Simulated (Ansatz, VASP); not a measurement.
Two plane-wave programs on AlGaN2

```
CELL_PARAMETERS angstrom
3.25333 0.00000 0.00000
0.00000 3.25333 0.00000
0.00000 0.00000 4.18021
ATOMIC_POSITIONS crystal
Al 0.50000 0.50000 0.50000
Ga 0.00000 0.00000 0.00000
N 0.50000 0.00000 0.73853
N 0.00000 0.50000 0.26147
```

Alike in both runs: functional LDA; k mesh 8 × 8 × 6; occupations gaussian, width 0.05 eV; no spin polarisation.

Ansatz relaxed the structure, and its values are those at the end. VASP's run is a single point on that final structure, the one shown.

|  | VASP | Ansatz |
| --- | --- | --- |
| version | VASP 6.6.1 | Ansatz 0.2.0 |
| potentials or method | VASP PAW LDA potentials, release 64 (Al, Ga_d, N), cutoff 520 eV | scalar-relativistic, plane waves, PAW |
| valence electrons in the cell | 26 | 26 |

```tsv
	VASP	Ansatz	Ansatz less VASP
gap on the k mesh at the Fermi level (eV)	2.74	2.73	-0.009
least direct gap on the mesh (eV)	2.74	2.73	-0.009
pressure (GPa)	-7.5	-8.2	-0.75
rms of the force components (eV/Å)	0.011	0.000	-0.0110
```

Ansatz warns that its potentials were made for another functional, while VASP's fit it. LDA's correlation is that of Perdew and Zunger in VASP and of Perdew and Wang (1992) in Ansatz. Ansatz's warnings: stress scf threshold loose.
